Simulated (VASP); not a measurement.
# Zn (P4/nmm) in VASP: relaxation of cell and atoms with PBE

Aim: the relaxation of cell and atoms of Zn with PBE.

All numbers are computed with VASP 6.6.1; they aren't measurements. Logs are shortened: lines on timing, memory, paths and dates and some standing lists are left out, and cuts for length are marked.

## 1. The cell of the first run

It takes space group P4/nmm (No. 129, tetragonal). The conventional cell has a = 3.623 Å, b = 3.623 Å, c = 2.398 Å, α = 90.00°, β = 90.00°, γ = 90.00°. Within 3.2 Å of Zn (site symmetry 4mm) lie 10 Zn at 2.40 to 2.94 Å.

The cell was generated, and may not be a known phase.

## 2. Relaxation of cell and atoms, PBE

Input file INCAR:

```
ALGO = Fast
EDIFF = 1E-7
EDIFFG = -0.04
ENCUT = 600
GGA = PE
IBRION = 2
ISIF = 3
ISMEAR = 0
LASPH = T
LCHARG = F
LREAL = F
LWAVE = F
NELM = 80
NSW = 90
PREC = Accurate
SIGMA = 0.1
```

Input file KPOINTS:

```
k-points
0
Gamma
  6 6 8
```

Input file POSCAR:

```
Zn
1.0
    3.6226052105      0.0000000000      0.0000000000
    0.0000000000      3.6226052105      0.0000000000
    0.0000000000      0.0000000000      2.3981521763
Zn
2
Direct
    0.0000000000      0.5000000000      0.8029000000
    0.5000000000      0.0000000000      0.1971000000
```

Potentials or basis: VASP PAW PBE potentials, release 64 (Zn).

On the command line:

```console
cat potpaw_PBE.64/Zn/POTCAR > POTCAR
mpirun -np 1 vasp_std > vasp.out
```

OUTCAR:

```text
EDIFF = 1E-7
   EDIFFG = -0.04
   ENCUT = 600
   GGA = PE
   IBRION = 2
   ISIF = 3
   ISMEAR = 0
   LASPH = T
   LREAL = F
   NELM = 80
   NSW = 90
   PREC = Accurate

 ion  position               nearest neighbor table
   1  0.000  0.500  0.803-   2 2.73   2 2.73   2 2.73   2 2.73   2 2.94   2 2.94   2 2.94   2 2.94

   2  0.500  0.000  0.197-   1 2.73   1 2.73   1 2.73   1 2.73   1 2.94   1 2.94   1 2.94   1 2.94

  LATTYP: Found a simple tetragonal cell.
 ALAT       =     3.6226052105
 C/A-ratio  =     0.6619965569

  Lattice vectors:

 A1 = (   3.6226052105,   0.0000000000,   0.0000000000)
 A2 = (   0.0000000000,   3.6226052105,   0.0000000000)
 A3 = (   0.0000000000,   0.0000000000,   2.3981521763)

Analysis of symmetry for initial positions (statically):
=====================================================================
 Subroutine PRICEL returns:
 Original cell was already a primitive cell.

 Routine SETGRP: Setting up the symmetry group for a
 simple tetragonal supercell.

 Subroutine GETGRP returns: Found 16 space group operations
 (whereof  8 operations were pure point group operations)
 out of a pool of 16 trial point group operations.

The static configuration has the point symmetry D_2d.
 The point group associated with its full space group is D_4h.

Analysis of symmetry for dynamics (positions and initial velocities):
=====================================================================
 Subroutine PRICEL returns:
 Original cell was already a primitive cell.

 Routine SETGRP: Setting up the symmetry group for a
 simple tetragonal supercell.

 Subroutine GETGRP returns: Found 16 space group operations
 (whereof  8 operations were pure point group operations)
 out of a pool of 16 trial point group operations.

The dynamic configuration has the point symmetry D_2d.
 The point group associated with its full space group is D_4h.

 Subroutine INISYM returns: Found 16 space group operations
 (whereof  8 operations are pure point group operations),
 and found     1 'primitive' translations

----------------------------------------------------------------------------------------

                                     Primitive cell

  volume of cell :      31.4716

  direct lattice vectors                    reciprocal lattice vectors
     3.622605211  0.000000000  0.000000000     0.276044433  0.000000000  0.000000000
[... 112 lines left out ...]
   LHFCALC =     F    Hartree Fock is set to
   AEXX    =    0.0000 exact exchange contribution
   IVDW    =     0    specifies the selected vdW correction
   LEPSILON=     F    determine dielectric tensor
   LRPA    =     F    only Hartree local field effects (RPA)
 conjugate gradient relaxation of ions
 non-spin polarized calculation
 RMM-DIIS sequential band-by-band and
 Gauss-broadening in eV      SIGMA  =   0.10
  energy-cutoff  :      600.00
  volume of cell :       31.47
 maximum number of plane-waves:      1070
 NGX is ok and might be reduce to    30
   NGX = 15   NGY = 15   NGZ =  9

--------------------------------------- Ionic step        1  -------------------------------------------

 number of electron      23.9999980 magnetization

 Free energy of the ion-electron system (eV)
  ---------------------------------------------------
  ext. energy  EPLUGINS =         0.00000000
  ---------------------------------------------------
  free energy    TOTEN  =        -1.99668666 eV

  energy without entropy =       -1.99558320  energy(sigma->0) =       -1.99613493

------------------------ aborting loop because EDIFF is reached ----------------------------------------

  FORCE on cell =-STRESS in cart. coord.  units (eV):
  Direction    XX          YY          ZZ          XY          YZ          ZX
  --------------------------------------------------------------------------------------
  -------------------------------------------------------------------------------------
  Total       -0.3897023     -0.3897023      3.5835874      0.0000000     -0.0000000      0.0000000
  in kB      -19.8392285    -19.8392285    182.4357009      0.0000000     -0.0000000      0.0000000
  external PRESSURE =      47.5857480 kB  Pullay stress =       0.0000000 kB
[... 89 lines left out ...]
  FREE ENERGIE OF THE ION-ELECTRON SYSTEM (eV)
  ---------------------------------------------------
  free  energy   TOTEN  =        -2.1052015493 eV

  energy  without entropy=       -2.1041785647  energy(sigma->0) =       -2.10469006

[... ionic steps 4 to 8 ...]

--------------------------------------- Ionic step        9  -------------------------------------------

 number of electron      24.0000032 magnetization

------------------------ aborting loop because EDIFF is reached ----------------------------------------
[... 67 lines left out ...]
--------------------------------------- Ionic step       11  -------------------------------------------

 number of electron      24.0000020 magnetization

 Free energy of the ion-electron system (eV)
  ---------------------------------------------------
  ext. energy  EPLUGINS =         0.00000000
  ---------------------------------------------------
  free energy    TOTEN  =        -2.14865163 eV

  energy without entropy =       -2.14764010  energy(sigma->0) =       -2.14814586

 E-fermi :   2.5188     XC(G=0): -11.2904

 val. band max:        2.4074466704   @ k =   0.5000   0.3333   0.1250
 cond. band min:       2.7514175937   @ k =   0.3333   0.3333   0.3750
 fundamental gap:      0.3439709233
 Fermi energy:         2.5188004089

 k-point     1 :       0.0000    0.0000    0.0000
  band No.  band energies     occupation
      1      -7.2733      2.00000
      2      -5.6243      2.00000
      3      -5.3678      2.00000
      4      -5.1687      2.00000
      5      -5.0107      2.00000
      6      -4.5083      2.00000
[... 433 lines left out ...]
      3      -5.0575      2.00000
      4      -5.0575      2.00000
      5      -4.7321      2.00000
      6      -4.7321      2.00000
[... 8 lines left out ...]
     15      10.1239      0.00000
     16      10.1239      0.00000

 [... further k-points ...]

------------------------ aborting loop because EDIFF is reached ----------------------------------------

  FORCE on cell =-STRESS in cart. coord.  units (eV):
  Direction    XX          YY          ZZ          XY          YZ          ZX
  --------------------------------------------------------------------------------------
  -------------------------------------------------------------------------------------
  Total        0.0115699      0.0115699     -0.0541206      0.0000000      0.0000000      0.0000000
  in kB        0.5820783      0.5820783     -2.7227995      0.0000000      0.0000000      0.0000000
  external PRESSURE =      -0.5195476 kB  Pullay stress =       0.0000000 kB
[... 17 lines left out ...]
  FREE ENERGIE OF THE ION-ELECTRON SYSTEM (eV)
  ---------------------------------------------------
  free  energy   TOTEN  =        -2.1486516257 eV

  energy  without entropy=       -2.1476401018  energy(sigma->0) =       -2.14814586

 reached required accuracy - stopping structural energy minimisation
```

Wall time 3.3 min (1 thread of Intel Xeon Platinum 8259CL at 2.50GHz (Skylake/Cascade Lake), shared host); peak memory 0.17 GiB.

What came out:

```
Free energy                           : -2.1487 eV
Relaxed volume                        : 15.92 Å³/atom
Relaxed cell                          : a = 3.542 Å, b = 3.542 Å, c = 2.538 Å, α = 90.00°, β = 90.00°, γ = 90.00°
Space group after relaxing (to 0.1 Å) : I4/mmm (No. 139)
Energy gained by relaxing             : 76.0 meV/atom
Ionic steps                           : 11
Pressure after relaxing               : -0.1 GPa
Band gap on the k mesh                : zero (bands 12 and 13 overlap by 6.31 eV)
```

Forces on the atoms (eV/Å):
```
Zn   0.000  0.000 -0.002
Zn   0.000  0.000  0.002
```

The path:
```tsv
step	energy change (eV)	largest force (eV/Å)	pressure (GPa)	volume (Å³)
1	0.0000	0.3485	4.76	31.47
2	-0.0957	0.2636	-2.72	33.55
3	-0.1085	0.2886	-1.22	32.97
4	-0.1193	0.2751	-0.53	32.48
5	-0.1296	0.2500	0.53	31.78
6	-0.1266	0.1668	3.16	30.41
7	-0.1323	0.2223	1.46	31.21
8	-0.1405	0.1642	1.15	31.31
9	-0.1515	0.0039	0.48	31.59
10	-0.1516	0.0096	0.49	31.61
11	-0.1520	0.0022	-0.05	31.85
```

Final structure:
```xyz
2
Lattice="3.5421 0.0000 0.0000 0.0000 3.5421 0.0000 0.0000 0.0000 2.5383" Properties=species:S:1:pos:R:3 pbc="T T T"
Zn    0.0000    1.7710    1.9043
Zn    1.7710    0.0000    0.6340
```

The gap in the log of VASP goes by the Fermi energy; the results here count the filled bands.